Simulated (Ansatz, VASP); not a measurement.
# AlNi3 in VASP and in Ansatz

```
Al Ni
1.0
    -0.32447    2.60048    2.60048
     2.60048   -0.32447    2.60048
     2.60048    2.60048   -0.32447
Al Ni
1 3
Cartesian
  2.4382 2.4382 2.4382
  1.2191 1.2191 1.2191
  0.0000 0.0000 0.0000
  3.6574 3.6574 3.6574
```

Alike in both runs: task single point; functional PBEsol; k mesh 14 × 14 × 14; occupations gaussian, width 0.15 eV; no spin polarisation.

```csv
,VASP,Ansatz
version,VASP 6.6.1,Ansatz 0.2.0
potentials or method,"VASP PAW PBE potentials, release 64 (Al, Ni), cutoff 520 eV","scalar-relativistic, plane waves, PAW"
valence electrons in the cell,33,57
```

VASP gave:

* gap on the k mesh at the Fermi level (eV): none
* pressure (GPa): 21.4
* traceless stress, the component that is largest in VASP (GPa): 29.36
* rms of the force components (eV/Å): 0.156

Estimate Ansatz's values.

gap on the k mesh at the Fermi level (eV): none; pressure (GPa): 21.5; traceless stress, the component that is largest in VASP (GPa): 29.57; rms of the force components (eV/Å): 0.180.

VASP's potentials were made for PBE, not for PBEsol, and Ansatz warns of the same on its side. Atom by atom the forces differ by 0.024 eV/Å (rms over components). A gap of «none» marks a metal or a gap that the smearing closes. With one functional, cell and mesh, what is left measures potentials, basis and numerics. VASP's potentials hold 33 valence electrons a cell and Ansatz's 57, so a difference there can come from the potentials and not from the codes.
